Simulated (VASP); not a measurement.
Input of a VASP 6.6.1 run:

The input INCAR:

```
  ALGO = Normal
  EDIFF = 1E-7
  ENCUT = 520
  GGA = PS
  ISIF = 2
  ISMEAR = -1
  LASPH = True
  LCHARG = False
  LREAL = False
  LWAVE = False
  NBANDS = 16
  NELM = 80
  PREC = Accurate
  SIGMA = 0.05
```

File KPOINTS:

```
k-points
0
Gamma
  8 8 8
```

Contents of POSCAR:

```
InAs
1.0
    0.0000000000      2.8185670290      2.8185670290
    2.8185670290      0.0000000000      2.8185670290
    2.8185670290      2.8185670290      0.0000000000
In As
1 1
Direct
    0.5000000000      0.5000000000      0.5000000000
    0.0000000000      0.0000000000      0.0000000000
```

Potentials or basis: VASP PAW PBE potentials, release 64 (In_d, As).

Command:

```bash
$ cat potpaw_PBE.64/In_d/POTCAR potpaw_PBE.64/As/POTCAR > POTCAR
$ mpirun -np 1 vasp_std > vasp.out
```

(1) Estimate the pressure.

(2) Predict the band gap on the k mesh.

## Answers

(1) 0.8 GPa.

(2) zero (band 9 reaches 6.86 eV, above the bottom of band 10 at 4.04 eV).

Caveat: the PAW data sets were made with another functional, which shifts forces and pressure a little; spin-orbit coupling is left out, which moves the levels of the heavy elements.
